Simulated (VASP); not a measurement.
# C in VASP: single point with PBE+D3(BJ)

Aim: the single point of C with PBE+D3(BJ).

Everything below comes from runs of VASP 6.6.1. Logs are shortened: lines on timing, memory, paths and dates and some standing lists are left out, and cuts for length are marked.

## Step 1: The cell of the first run

The cell holds a slab with vacuum, 48 atoms: a = 5.030 Å, b = 7.114 Å, c = 26.041 Å, α = 90.00°, β = 90.00°, γ = 90.00°.

## Step 2: Single point, PBE+D3(BJ)

File INCAR:

```
PREC = Accurate
ENCUT = 520
EDIFF = 1E-7
ISMEAR = 0
SIGMA = 0.05
LREAL = Auto
LASPH = True
NELM = 60
ALGO = Normal
ISIF = 2
LWAVE = False
LCHARG = True
LDIPOL = True
IDIPOL = 3
DIPOL = 0.5 0.5 0.427
GGA = PE
IVDW = 12
LELF = True
LVHAR = True
LVACPOTAV = True
NBANDS = 126
```

File KPOINTS:

```
Automatic mesh
0
Gamma
  3 2 1
```

File POSCAR:

```
C
1.0
    5.0301999808      0.0000000000      0.0000000000
    0.0000000000      7.1137770343      0.0000000000
    0.0000000000      0.0000000000     26.0407499760
C
48
Direct
    0.2500000000      0.5000000000      0.3072108141
    0.2500000000      0.0000000000      0.3072108141
    0.7500000000      0.5000000000      0.3072108141
    0.7500000000      0.0000000000      0.3072108141
    0.5000000000      0.6250000000      0.3072108141
    0.5000000000      0.1250000000      0.3072108141
    0.0000000000      0.6250000000      0.3072108141
    0.0000000000      0.1250000000      0.3072108141
    0.5000000000      0.7500000000      0.3555024339
    0.5000000000      0.2500000000      0.3555024339
    0.0000000000      0.7500000000      0.3555024339
    0.0000000000      0.2500000000      0.3555024339
    0.7500000000      0.8750000000      0.3555024339
    0.7500000000      0.3750000000      0.3555024339
    0.2500000000      0.8750000000      0.3555024339
    0.2500000000      0.3750000000      0.3555024339
    0.7500000000      0.0000000000      0.4037940536
    0.7500000000      0.5000000000      0.4037940536
    0.2500000000      0.0000000000      0.4037940536
    0.2500000000      0.5000000000      0.4037940536
    0.0000000000      0.1250000000      0.4037940536
    0.0000000000      0.6250000000      0.4037940536
    0.5000000000      0.1250000000      0.4037940536
    0.5000000000      0.6250000000      0.4037940536
    0.0000058212      0.2505765122      0.4518308175
   -0.0000084487      0.7505676566      0.4518267586
    0.5000019186      0.2505736124      0.4518350535
    0.5000166845      0.7505439326      0.4518443904
    0.2500091333      0.3744269497      0.4518208728
    0.2500099499      0.8744194687      0.4518194735
    0.7500016826      0.3744768474      0.4518635692
    0.7499954579      0.8744644783      0.4518371700
    0.2500239948      0.5046799563      0.5016835582
    0.2500184098      0.0045781059      0.5015946904
    0.7500000643      0.5045523794      0.5016592301
    0.7499882414      0.0046739810      0.5016066300
    0.5000497453      0.6204146527      0.5016739820
    0.4999524556      0.1203991369      0.5015981834
   -0.0000144961      0.6203789311      0.5016666525
    0.0000474012      0.1203884251      0.5015954134
    0.5000877537      0.7648476224      0.5425467021
    0.5000217258      0.2644825595      0.5425563390
    0.0000123283      0.7649968159      0.5424244714
   -0.0000399809      0.2644809813      0.5425404338
    0.7499773334      0.8605911420      0.5425853261
    0.7499811213      0.3603050422      0.5426815576
    0.2500602416      0.8605161726      0.5425522348
    0.2500094331      0.3600114964      0.5423908060
```

Potentials or basis: VASP PAW PBE potentials, release 64 (C).

On the command line:

```sh
$ cat potpaw_PBE.64/C/POTCAR > POTCAR
$ mpirun -np 1 vasp_std > vasp.out
```

OUTCAR:

```text
PREC = Accurate
   ENCUT = 520
   EDIFF = 1E-7
   ISMEAR = 0
   LREAL = Auto
   LASPH = True
   NELM = 60
   ISIF = 2
   GGA = PE
   IVDW = 12
 IVDW          = 12

 ion  position               nearest neighbor table
   1  0.250  0.500  0.307-   5 1.54   7 1.54  16 1.54
   2  0.250  0.000  0.307-   6 1.54   8 1.54  15 1.54
   3  0.750  0.500  0.307-   5 1.54   7 1.54  14 1.54
   4  0.750  0.000  0.307-   6 1.54   8 1.54  13 1.54
   5  0.500  0.625  0.307-   1 1.54   3 1.54   9 1.54
   6  0.500  0.125  0.307-   2 1.54   4 1.54  10 1.54
   7  0.000  0.625  0.307-   1 1.54   3 1.54  11 1.54
   8  0.000  0.125  0.307-   2 1.54   4 1.54  12 1.54
   9  0.500  0.750  0.356-  24 1.54  15 1.54  13 1.54   5 1.54
  10  0.500  0.250  0.356-  23 1.54  16 1.54  14 1.54   6 1.54
  11  0.000  0.750  0.356-  22 1.54  15 1.54  13 1.54   7 1.54
  12  0.000  0.250  0.356-  21 1.54  16 1.54  14 1.54   8 1.54
  13  0.750  0.875  0.356-  17 1.54  11 1.54   9 1.54   4 1.54
  14  0.750  0.375  0.356-  18 1.54  12 1.54  10 1.54   3 1.54
[... 24 lines left out ...]
  39  1.000  0.620  0.502-  43 1.48  33 1.50  35 1.50  26 1.59
  40  0.000  0.120  0.502-  44 1.48  36 1.50  34 1.50  25 1.59
  41  0.500  0.765  0.543-  45 1.43  47 1.43  37 1.48
  42  0.500  0.264  0.543-  48 1.43  46 1.43  38 1.48
  43  0.000  0.765  0.542-  47 1.43  45 1.43  39 1.48
  44  1.000  0.264  0.543-  48 1.43  46 1.43  40 1.48
  45  0.750  0.861  0.543-  41 1.43  43 1.43  36 1.48
  46  0.750  0.360  0.543-  42 1.43  44 1.43  35 1.48
  47  0.250  0.861  0.543-  43 1.43  41 1.43  34 1.48
  48  0.250  0.360  0.542-  42 1.43  44 1.43  33 1.48

  LATTYP: Found a simple orthorhombic cell.
 ALAT       =     5.0301999808
 B/A-ratio  =     1.4142135624
 C/A-ratio  =     5.1768816499

  Lattice vectors:

 A1 = (   5.0301999808,   0.0000000000,   0.0000000000)
 A2 = (   0.0000000000,   7.1137770343,   0.0000000000)
 A3 = (   0.0000000000,   0.0000000000,  26.0407499760)

Analysis of symmetry for initial positions (statically):
=====================================================================
 Subroutine PRICEL returns:
 Original cell was already a primitive cell.

 Routine SETGRP: Setting up the symmetry group for a
 simple orthorhombic supercell.

 Subroutine GETGRP returns: Found  1 space group operations
 (whereof  1 operations were pure point group operations)
 out of a pool of  8 trial point group operations.

The static configuration has the point symmetry C_1 .

Analysis of symmetry for dynamics (positions and initial velocities):
=====================================================================
 Subroutine PRICEL returns:
 Original cell was already a primitive cell.

 Routine SETGRP: Setting up the symmetry group for a
 simple orthorhombic supercell.

 Subroutine GETGRP returns: Found  1 space group operations
 (whereof  1 operations were pure point group operations)
 out of a pool of  8 trial point group operations.

The dynamic configuration has the point symmetry C_1 .

 Subroutine INISYM returns: Found  1 space group operations
 (whereof  1 operations are pure point group operations),
 and found     1 'primitive' translations

----------------------------------------------------------------------------------------

                                     Primitive cell

  volume of cell :     931.8349

  direct lattice vectors                    reciprocal lattice vectors
     5.030199981  0.000000000  0.000000000     0.198799253  0.000000000  0.000000000
     0.000000000  7.113777034  0.000000000     0.000000000  0.140572300  0.000000000
     0.000000000  0.000000000 26.040749976     0.000000000  0.000000000  0.038401352

  length of vectors
     5.030199981  7.113777034 26.040749976     0.198799253  0.140572300  0.038401352

  position of ions in fractional coordinates (direct lattice)
     0.250000000  0.500000000  0.307210814
     0.250000000  0.000000000  0.307210814
     0.750000000  0.500000000  0.307210814
     0.750000000  0.000000000  0.307210814
     0.500000000  0.625000000  0.307210814
     0.500000000  0.125000000  0.307210814
[... 40 lines left out ...]
     0.250060242  0.860516173  0.542552235
     0.250009433  0.360011496  0.542390806

  ion indices of the primitive-cell ions
   primitive index   ion index
                 1           1
                 2           2
                 3           3
                 4           4
                 5           5
                 6           6
[... 40 lines left out ...]
                47          47
                48          48

----------------------------------------------------------------------------------------

 KPOINTS: Automatic mesh

Automatic generation of k-mesh.
 Grid dimensions read from file:
 generate k-points for:    3    2    1

 Generating k-lattice:

  Cartesian coordinates                     Fractional coordinates (reciprocal lattice)
     0.066266418  0.000000000  0.000000000     0.333333333  0.000000000  0.000000000
     0.000000000  0.070286150  0.000000000     0.000000000  0.500000000  0.000000000
     0.000000000  0.000000000  0.038401352     0.000000000  0.000000000  1.000000000

  Length of vectors
     0.066266418  0.070286150  0.038401352

  Shift w.r.t. Gamma in fractional coordinates (k-lattice)
     0.000000000  0.000000000  0.000000000

 Subroutine IBZKPT returns following result:
 ===========================================

 Found      4 irreducible k-points:

 Following reciprocal coordinates:
            Coordinates               Weight
  0.000000  0.000000  0.000000      1.000000
  0.333333  0.000000  0.000000      2.000000
  0.000000  0.500000  0.000000      1.000000
  0.333333  0.500000  0.000000      2.000000
   k-points           NKPTS =      4   k-points in BZ     NKDIM =      4   number of bands    NBANDS=    126
   number of dos      NEDOS =    301   number of ions     NIONS =     48
   total plane-waves  NPLWV = 423360
   dimension x,y,z NGX =    40 NGY =   54 NGZ =  196
   dimension x,y,z NGXF=    80 NGYF=  108 NGZF=  392
   ions per type =              48
   NGX,Y,Z   is equivalent  to a cutoff of  13.22, 12.62, 12.51 a.u.
   NGXF,Y,Z  is equivalent  to a cutoff of  26.44, 25.24, 25.03 a.u.
 SYSTEM =  unknown system
   PREC   = accura    normal or accurate (medium, high low for compatibility)
   ISTART =      0    job   : 0-new  1-cont  2-samecut
   ICHARG =      2    charge: 1-file 2-atom 10-const
   ISPIN  =      1    spin polarized calculation?
   LNONCOLLINEAR =      F non collinear calculations
   LSORBIT =      F    spin-orbit coupling
   LASPH  =      T    aspherical Exc in radial PAW
   ENCUT  =  520.0 eV  38.22 Ry    6.18 a.u.   9.35 13.23 48.42*2*pi/ulx,y,z
   NELM   =     60;   NELMIN=  2; NELMDL= -5     # of ELM steps
   EDIFF  = 0.1E-06   stopping-criterion for ELM
   LREAL  =      T    real-space projection
   EDIFFG = 0.1E-05   stopping-criterion for IOM
   NSW    =      0    number of steps for IOM
   IBRION =     -1    ionic relax: 0-MD 1-quasi-New 2-CG
   NFREE  =      0    steps in history (QN), initial steepest desc. (CG)
   ISIF   =      2    stress and relaxation
   ISYM   =      2    0-nonsym 1-usesym 2-fastsym
   POTIM  = 0.5000    time-step for ionic-motion
   TEBEG  =    0.0;   TEEND  =   0.0 temperature during run
   PSTRESS=    0.0 pullay stress
   NELECT =     192.0000    total number of electrons
   NUPDOWN=      -1.0000    fix difference up-down
   EMIN   =  10.00;   EMAX   =-10.00  energy-range for DOS
   EFERMI =   0.00;   METHOD = LEGACY
   ISMEAR =     0;   SIGMA  =   0.05  broadening in eV -4-tet -1-fermi 0-gaus
   EFERMI_NEDOS =   21; number of points for ismear=-14 and -15
   IALGO  =     38    algorithm
   IMIX   =      4    mixing-type and parameters
     AMIX     =   0.40;   BMIX     =  1.00
     AMIX_MAG =   1.60;   BMIX_MAG =  1.00
  volume/ion in A,a.u.               =      19.41       131.01
  Fermi-wavevector in a.u.,A,eV,Ry     =   0.966931  1.827235 12.720848  0.934956
  Thomas-Fermi vector in A             =   2.096774
   LORBIT       =      0    0 simple, 1 ext, 2 COOP (PROOUT), +10 PAW based schemes
   GGA     = PE    functional components
   LHFCALC =     F    Hartree Fock is set to
   AEXX    =    0.0000 exact exchange contribution
   IVDW    =    12    specifies the selected vdW correction
   LEPSILON=     F    determine dielectric tensor
   LRPA    =     F    only Hartree local field effects (RPA)
 non-spin polarized calculation
 Gauss-broadening in eV      SIGMA  =   0.05
  energy-cutoff  :      520.00
  volume of cell :      931.83
 maximum number of plane-waves:     25122
 NGX is ok and might be reduce to    40
   NGX = 19   NGY = 27   NGZ = 97

 dipolmoment           0.000000      0.000000      0.398283 electrons x Angstroem

 number of electron     192.0000016 magnetization

 dipolmoment           0.000000      0.000000     -0.129207 electrons x Angstroem

 Free energy of the ion-electron system (eV)
  ---------------------------------------------------
  ext. energy  EPLUGINS =         0.00000000
  ---------------------------------------------------
  free energy    TOTEN  =      -409.49222834 eV

  energy without entropy =     -409.47607570  energy(sigma->0) =     -409.48415202

 E-fermi :  -1.0540     XC(G=0):  -4.5917

 val. band max:       -1.1442489385   @ k =   0.0000   0.0000   0.0000
 cond. band min:      -1.0366276043   @ k =   0.3333   0.0000   0.0000
 fundamental gap:      0.1076213342
 Fermi energy:        -1.0539776447

 k-point     1 :       0.0000    0.0000    0.0000
  band No.  band energies     occupation
      1     -22.9237      2.00000
      2     -21.5484      2.00000
      3     -20.7529      2.00000
      4     -20.5510      2.00000
      5     -19.4268      2.00000
      6     -19.3197      2.00000
[... 100 lines left out ...]
    107       3.8874      0.00000
    108       3.8879      0.00000

 k-point     2 :       0.3333    0.0000    0.0000
  band No.  band energies     occupation
      1     -22.4126      2.00000
      2     -21.0460      2.00000
      3     -20.8976      2.00000
      4     -20.2593      2.00000
      5     -20.0592      2.00000
      6     -19.5580      2.00000
[... 100 lines left out ...]
    107       3.7681      0.00000
    108       4.2802      0.00000

 k-point     3 :       0.0000    0.5000    0.0000
  band No.  band energies     occupation
      1     -22.3513      2.00000
      2     -22.3486      2.00000
      3     -20.9915      2.00000
      4     -20.9901      2.00000
      5     -18.8138      2.00000
      6     -18.8124      2.00000
[... 100 lines left out ...]
    107       4.5355      0.00000
    108       4.5365      0.00000

 k-point     4 :       0.3333    0.5000    0.0000
  band No.  band energies     occupation
      1     -21.8440      2.00000
      2     -21.8413      2.00000
      3     -20.4937      2.00000
      4     -20.4924      2.00000
      5     -20.3439      2.00000
      6     -20.3412      2.00000
[... 100 lines left out ...]
    107       4.7514      0.00000
    108       4.7570      0.00000
 [bands above 108 left out]

------------------------ aborting loop because EDIFF is reached ----------------------------------------

 Edisp (eV)   -7.50408

 E8    (eV) :    -2.2547

  FORCE on cell =-STRESS in cart. coord.  units (eV):
  Direction    XX          YY          ZZ          XY          YZ          ZX
  --------------------------------------------------------------------------------------
  -------------------------------------------------------------------------------------
  Total     -12.68686    22.29235    -8.43597     0.00525    -0.02848    -0.00593
  in kB     -21.81353    38.32900   -14.50464     0.00903    -0.04897    -0.01019
  external pressure =        0.67 kB  Pullay stress =        0.00 kB

 VOLUME and BASIS-vectors are now :
 -----------------------------------------------------------------------------
  energy-cutoff  :      520.00
  volume of cell :      931.83
      direct lattice vectors                 reciprocal lattice vectors
     5.030199981  0.000000000  0.000000000     0.198799253  0.000000000  0.000000000
     0.000000000  7.113777034  0.000000000     0.000000000  0.140572300  0.000000000
     0.000000000  0.000000000 26.040749976     0.000000000  0.000000000  0.038401352

 POSITION                                       TOTAL-FORCE (eV/Angst)
 -----------------------------------------------------------------------------------
      1.25755      3.55689      8.00000         0.000046      4.569852      1.000933
      1.25755      0.00000      8.00000         0.000190      4.570090      1.003254
      3.77265      3.55689      8.00000        -0.000172      4.569599      1.000915
      3.77265      0.00000      8.00000        -0.000094      4.568206      0.998392
      2.51510      4.44611      8.00000         0.000187     -4.569467      1.003331
      2.51510      0.88922      8.00000         0.000531     -4.568578      1.001847
[... 40 lines left out ...]
      1.25785      6.12152     14.12847         0.002696      0.009516      0.005216
      1.25760      2.56104     14.12426        -0.003604      0.038217      0.088055
 -----------------------------------------------------------------------------------
    total drift:                               -0.000251     -0.060013      0.015897

  FREE ENERGIE OF THE ION-ELECTRON SYSTEM (eV)
  ---------------------------------------------------
  free  energy   TOTEN  =      -416.9963047113 eV

  energy  without entropy=     -416.9801520687  energy(sigma->0) =     -416.98822839

 vacuum level on the upper side and lower side of the slab         4.266         4.919
```

Wall time 55 min (1 thread of Intel Xeon 8259CL, shared host); peak memory 0.94 GiB.

What came out:

* Free energy: -416.9963 eV
* Largest force: 4.679 eV/Å
* Band gap on the k mesh: zero (bands 96 and 97 overlap by 0.11 eV)
* Dispersion energy per atom: -0.156 eV

Forces in eV/Å, atoms in the order of the input:
```
C    0.000  4.570  1.001
C    0.000  4.570  1.003
C    0.000  4.570  1.001
C    0.000  4.568  0.998
C    0.000 -4.569  1.003
C    0.001 -4.569  1.002
C    0.000 -4.570  1.003
C    0.000 -4.569  1.004
C    0.002  1.022 -1.112
C   -0.001  1.021 -1.112
C   -0.002  1.022 -1.114
C    0.002  1.020 -1.115
C    0.001 -1.022 -1.115
C   -0.001 -1.022 -1.115
C   -0.001 -1.019 -1.123
C    0.000 -1.022 -1.120
C   -0.001  0.478  0.094
C    0.000  0.478  0.104
C    0.001  0.478  0.095
C    0.001  0.482  0.100
C   -0.002 -0.472  0.103
C   -0.002 -0.477  0.105
C    0.002 -0.471  0.102
C    0.003 -0.476  0.109
C    0.000  0.001  0.020
C    0.001 -0.006  0.019
C    0.000  0.003  0.017
C    0.000 -0.001  0.015
C    0.000  0.012  0.007
C    0.000  0.000  0.012
C    0.000 -0.004 -0.005
C    0.000 -0.005  0.006
C    0.000 -0.001 -0.051
C    0.001  0.023 -0.013
C    0.000 -0.006  0.009
C   -0.001  0.002 -0.017
C    0.003  0.000 -0.030
C    0.016 -0.012 -0.019
C   -0.003 -0.002 -0.040
C   -0.016 -0.012 -0.019
C   -0.010 -0.025  0.030
C    0.011 -0.004  0.016
C   -0.003 -0.044  0.075
C   -0.010  0.000  0.021
C    0.005  0.007 -0.008
C    0.004  0.005 -0.038
C    0.003  0.010  0.005
C   -0.004  0.038  0.088
```

Caveat: the k points lie up to 0.44 Å⁻¹ apart.

The gap in the log of VASP goes by the Fermi energy; the results here count the filled bands.